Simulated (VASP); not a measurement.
# NiPt (P4/mmm) in VASP: notebook

Runs on NiPt. Level: LDA. Tasks: single point.

Everything below comes from runs of VASP 6.6.1. Logs are shortened: lines on timing, memory, paths and dates and some standing lists are left out, and cuts for length are marked.

## 1. The cell of the first run

It takes space group P4/mmm (No. 123, tetragonal). The conventional cell has a = 2.359 Å, b = 2.359 Å, c = 3.115 Å, α = 90.00°, β = 90.00°, γ = 90.00°. Ni (site symmetry 4/mmm) has 8 Pt at 2.28 Å and 4 Ni at 2.36 Å within 3.0 Å. Pt (site symmetry 4/mmm) has 8 Ni at 2.28 Å and 4 Pt at 2.36 Å within 3.0 Å.

## 2. Single point, LDA (volume scaled by 0.66)

File INCAR:

```
SYSTEM = NiPt
PREC = Accurate
ENCUT = 520
EDIFF = 1E-6
ISMEAR = -1
SIGMA = 0.1
LREAL = .FALSE.
LASPH = .TRUE.
NELM = 100
ALGO = Normal
ISIF = 2
LWAVE = .FALSE.
LCHARG = .FALSE.
GGA = CA
NBANDS = 17
```

File KPOINTS:

```
regular mesh
0
G
  11 11 8
  0 0 0
```

File POSCAR:

```
NiPt
1.0
    2.3594328455      0.0000000000      0.0000000000
    0.0000000000      2.3594328455      0.0000000000
    0.0000000000      0.0000000000      3.1154956867
Ni Pt
1 1
Direct
    0.5000000000      0.5000000000      0.5000000000
    0.0000000000      0.0000000000      0.0000000000
```

Potentials or basis: VASP PAW LDA potentials, release 64 (Ni, Pt).

Command:

```
$ cat potpaw_LDA.64/Ni/POTCAR potpaw_LDA.64/Pt/POTCAR > POTCAR
$ mpirun -np 1 vasp_std > vasp.out
```

OUTCAR:

```text
SYSTEM = NiPt
   PREC = Accurate
   ENCUT = 520
   EDIFF = 1E-6
   ISMEAR = -1
   LREAL = .FALSE.
   LASPH = .TRUE.
   NELM = 100
   ISIF = 2
   GGA = CA

 ion  position               nearest neighbor table
   1  0.500  0.500  0.500-   2 2.28   2 2.28   2 2.28   2 2.28   2 2.28   2 2.28   2 2.28   2 2.28

   2  0.000  0.000  0.000-   1 2.28   1 2.28   1 2.28   1 2.28   1 2.28   1 2.28   1 2.28   1 2.28

  LATTYP: Found a simple tetragonal cell.
 ALAT       =     2.3594328455
 C/A-ratio  =     1.3204426194

  Lattice vectors:

 A1 = (   2.3594328455,   0.0000000000,   0.0000000000)
 A2 = (   0.0000000000,   2.3594328455,   0.0000000000)
 A3 = (   0.0000000000,   0.0000000000,   3.1154956867)

Analysis of symmetry for initial positions (statically):
=====================================================================
 Subroutine PRICEL returns:
 Original cell was already a primitive cell.

 Routine SETGRP: Setting up the symmetry group for a
 simple tetragonal supercell.

 Subroutine GETGRP returns: Found 16 space group operations
 (whereof 16 operations were pure point group operations)
 out of a pool of 16 trial point group operations.

The static configuration has the point symmetry D_4h.

Analysis of symmetry for dynamics (positions and initial velocities):
=====================================================================
 Subroutine PRICEL returns:
 Original cell was already a primitive cell.

 Routine SETGRP: Setting up the symmetry group for a
 simple tetragonal supercell.

 Subroutine GETGRP returns: Found 16 space group operations
 (whereof 16 operations were pure point group operations)
 out of a pool of 16 trial point group operations.

The dynamic configuration has the point symmetry D_4h.

 Subroutine INISYM returns: Found 16 space group operations
 (whereof 16 operations are pure point group operations),
 and found     1 'primitive' translations

----------------------------------------------------------------------------------------

                                     Primitive cell

  volume of cell :      17.3437

  direct lattice vectors                    reciprocal lattice vectors
     2.359432846  0.000000000  0.000000000     0.423830668  0.000000000  0.000000000
     0.000000000  2.359432846  0.000000000     0.000000000  0.423830668  0.000000000
     0.000000000  0.000000000  3.115495687     0.000000000  0.000000000  0.320976211

  length of vectors
     2.359432846  2.359432846  3.115495687     0.423830668  0.423830668  0.320976211

  position of ions in fractional coordinates (direct lattice)
     0.500000000  0.500000000  0.500000000
     0.000000000  0.000000000  0.000000000

  ion indices of the primitive-cell ions
   primitive index   ion index
                 1           1
                 2           2

----------------------------------------------------------------------------------------

 KPOINTS: regular mesh

Automatic generation of k-mesh.
 Grid dimensions read from file:
 generate k-points for:   11   11    8

 Generating k-lattice:

  Cartesian coordinates                     Fractional coordinates (reciprocal lattice)
     0.038530061  0.000000000  0.000000000     0.090909091  0.000000000  0.000000000
     0.000000000  0.038530061  0.000000000     0.000000000  0.090909091  0.000000000
     0.000000000  0.000000000  0.040122026     0.000000000  0.000000000  0.125000000

  Length of vectors
     0.038530061  0.038530061  0.040122026

  Shift w.r.t. Gamma in fractional coordinates (k-lattice)
     0.000000000  0.000000000  0.000000000

 Subroutine IBZKPT returns following result:
 ===========================================

 Found    105 irreducible k-points:

 Following reciprocal coordinates:
            Coordinates               Weight
  0.000000  0.000000  0.000000      1.000000
  0.090909  0.000000  0.000000      4.000000
  0.181818  0.000000  0.000000      4.000000
  0.272727  0.000000  0.000000      4.000000
  0.363636  0.000000  0.000000      4.000000
  0.454545  0.000000  0.000000      4.000000
[... 16 lines left out ...]
  0.090909  0.000000  0.125000      8.000000
  0.181818  0.000000  0.125000      8.000000
 [... further k-points ...]
   k-points           NKPTS =    105   k-points in BZ     NKDIM =    105   number of bands    NBANDS=     17
   number of dos      NEDOS =    301   number of ions     NIONS =      2
   total plane-waves  NPLWV =   7776
   dimension x,y,z NGX =    18 NGY =   18 NGZ =   24
   dimension x,y,z NGXF=    36 NGYF=   36 NGZF=   48
   ions per type =               1   1
   NGX,Y,Z   is equivalent  to a cutoff of  12.68, 12.68, 12.81 a.u.
   NGXF,Y,Z  is equivalent  to a cutoff of  25.37, 25.37, 25.61 a.u.
 SYSTEM =  NiPt
   PREC   = accura    normal or accurate (medium, high low for compatibility)
   ISTART =      0    job   : 0-new  1-cont  2-samecut
   ICHARG =      2    charge: 1-file 2-atom 10-const
   ISPIN  =      1    spin polarized calculation?
   LNONCOLLINEAR =      F non collinear calculations
   LSORBIT =      F    spin-orbit coupling
   LASPH  =      T    aspherical Exc in radial PAW
   ENCUT  =  520.0 eV  38.22 Ry    6.18 a.u.   4.39  4.39  5.79*2*pi/ulx,y,z
   NELM   =    100;   NELMIN=  2; NELMDL= -5     # of ELM steps
   EDIFF  = 0.1E-05   stopping-criterion for ELM
   LREAL  =      F    real-space projection
   EDIFFG = 0.1E-04   stopping-criterion for IOM
   NSW    =      0    number of steps for IOM
   IBRION =     -1    ionic relax: 0-MD 1-quasi-New 2-CG
   NFREE  =      0    steps in history (QN), initial steepest desc. (CG)
   ISIF   =      2    stress and relaxation
   ISYM   =      2    0-nonsym 1-usesym 2-fastsym
   POTIM  = 0.5000    time-step for ionic-motion
   TEBEG  =    0.0;   TEEND  =   0.0 temperature during run
   PSTRESS=    0.0 pullay stress
   NELECT =      20.0000    total number of electrons
   NUPDOWN=      -1.0000    fix difference up-down
   EMIN   =  10.00;   EMAX   =-10.00  energy-range for DOS
   EFERMI =   0.00;   METHOD = LEGACY
   ISMEAR =    -1;   SIGMA  =   0.10  broadening in eV -4-tet -1-fermi 0-gaus
   EFERMI_NEDOS =   21; number of points for ismear=-14 and -15
   IALGO  =     38    algorithm
   IMIX   =      4    mixing-type and parameters
     AMIX     =   0.40;   BMIX     =  1.00
     AMIX_MAG =   1.60;   BMIX_MAG =  1.00
  volume/ion in A,a.u.               =       8.67        58.52
  Fermi-wavevector in a.u.,A,eV,Ry     =   1.716738  3.244164 40.098948  2.947190
  Thomas-Fermi vector in A             =   2.793868
   LORBIT       =      0    0 simple, 1 ext, 2 COOP (PROOUT), +10 PAW based schemes
   GGA     = CA    functional components
   LHFCALC =     F    Hartree Fock is set to
   AEXX    =    0.0000 exact exchange contribution
   IVDW    =     0    specifies the selected vdW correction
   LEPSILON=     F    determine dielectric tensor
   LRPA    =     F    only Hartree local field effects (RPA)
 non-spin polarized calculation
  energy-cutoff  :      520.00
  volume of cell :       17.34
 maximum number of plane-waves:       481
 NGX is ok and might be reduce to    18
   NGX =  9   NGY =  9   NGZ = 11

 number of electron      20.0000005 magnetization

 Free energy of the ion-electron system (eV)
  ---------------------------------------------------
  ext. energy  EPLUGINS =         0.00000000
  ---------------------------------------------------
  free energy    TOTEN  =       -10.09207068 eV

  energy without entropy =      -10.03793420  energy(sigma->0) =      -10.06500244

 E-fermi :  18.9568     XC(G=0): -16.1400

 val. band max:       18.9208036028   @ k =   0.3636   0.1818   0.0000
 cond. band min:      18.9608157489   @ k =   0.1818   0.1818   0.3750
 fundamental gap:      0.0400121462
 Fermi energy:        18.9567677212

 k-point     1 :       0.0000    0.0000    0.0000
  band No.  band energies     occupation
      1       4.8359      2.00000
      2       8.0319      2.00000
      3       8.0776      2.00000
      4      13.6733      2.00000
      5      13.6733      2.00000
      6      15.1566      2.00000
[... 9 lines left out ...]
     16      36.7124      0.00000
     17      43.0763      0.00000

 k-point     2 :       0.0909    0.0000    0.0000
  band No.  band energies     occupation
      1       5.1673      2.00000
      2       8.1981      2.00000
      3       8.3954      2.00000
      4      13.4573      2.00000
      5      13.7858      2.00000
      6      15.2388      2.00000
[... 9 lines left out ...]
     16      37.2413      0.00000
     17      41.3676      0.00000

 k-point     3 :       0.1818    0.0000    0.0000
  band No.  band energies     occupation
      1       6.0364      2.00000
      2       8.6100      2.00000
      3       9.3981      2.00000
      4      12.8519      2.00000
      5      14.1164      2.00000
      6      15.3752      2.00000
[... 9 lines left out ...]
     16      38.6666      0.00000
     17      39.5381      0.00000

 k-point     4 :       0.2727    0.0000    0.0000
  band No.  band energies     occupation
      1       7.1578      2.00000
      2       9.2644      2.00000
      3      10.8377      2.00000
      4      12.0235      2.00000
      5      14.6438      2.00000
      6      15.2405      2.00000
[... 9 lines left out ...]
     16      38.3109      0.00000
     17      40.3219      0.00000
[... 343 lines left out ...]
      1       5.1254      2.00000
      2       8.1252      2.00000
      3       8.3027      2.00000
      4      13.8053      2.00000
      5      13.8053      2.00000
      6      14.9565      2.00000
[... 9 lines left out ...]
     16      36.6915      0.00000
     17      43.2473      0.00000

 k-point    23 :       0.0909    0.0000    0.1250
  band No.  band energies     occupation
      1       5.4512      2.00000
      2       8.3387      2.00000
      3       8.5670      2.00000
      4      13.5300      2.00000
      5      13.8818      2.00000
      6      15.1005      2.00000
[... 9 lines left out ...]
     16      37.1849      0.00000
     17      41.1645      0.00000

 k-point    24 :       0.1818    0.0000    0.1250
  band No.  band energies     occupation
      1       6.2833      2.00000
      2       8.7643      2.00000
      3       9.5468      2.00000
      4      12.8508      2.00000
      5      14.0772      2.00000
      6      15.3234      2.00000
[... 9 lines left out ...]
     16      38.3212      0.00000
     17      39.2896      0.00000

 [... further k-points ...]
[... 5 lines left out ...]
  --------------------------------------------------------------------------------------
  -------------------------------------------------------------------------------------
  Total       28.2565436     28.2565436     25.9373521      0.0000000      0.0000000     -0.0000000
  in kB     2610.2807639   2610.2807639   2396.0386751      0.0000000      0.0000000     -0.0000000
  external PRESSURE =    2538.8667343 kB  Pullay stress =       0.0000000 kB

 VOLUME and BASIS-vectors are now :
 -----------------------------------------------------------------------------
  energy-cutoff  :      520.00
  volume of cell :       17.34
      direct lattice vectors                 reciprocal lattice vectors
     2.359432846  0.000000000  0.000000000     0.423830668  0.000000000  0.000000000
     0.000000000  2.359432846  0.000000000     0.000000000  0.423830668  0.000000000
     0.000000000  0.000000000  3.115495687     0.000000000  0.000000000  0.320976211

 POSITION                                       TOTAL-FORCE (eV/Angst)
 -----------------------------------------------------------------------------------
      1.17972      1.17972      1.55775         0.000000      0.000000      0.000000
      0.00000      0.00000      0.00000         0.000000      0.000000      0.000000
 -----------------------------------------------------------------------------------
    total drift:                                0.000000     -0.000000     -0.000000

  FREE ENERGIE OF THE ION-ELECTRON SYSTEM (eV)
  ---------------------------------------------------
  free  energy   TOTEN  =       -10.0920706755 eV

  energy  without entropy=      -10.0379342050  energy(sigma->0) =      -10.06500244
```

It took 16 s on 1 thread of Intel Xeon Platinum 8488C (Sapphire Rapids), shared host; peak memory 0.14 GiB.

Results:

```
Free energy            : -10.0921 eV
Pressure               : 253.9 GPa
Band gap on the k mesh : zero (band 10 reaches 20.71 eV, above the bottom of band 11 at 17.03 eV)
```

Stress tensor (GPa, compression positive):
```
261.03   0.00   0.00
  0.00 261.03   0.00
  0.00   0.00 239.60
```

Caveat: spin-orbit coupling is left out, which moves the levels of the heavy elements.

[end of part 1 of 2]
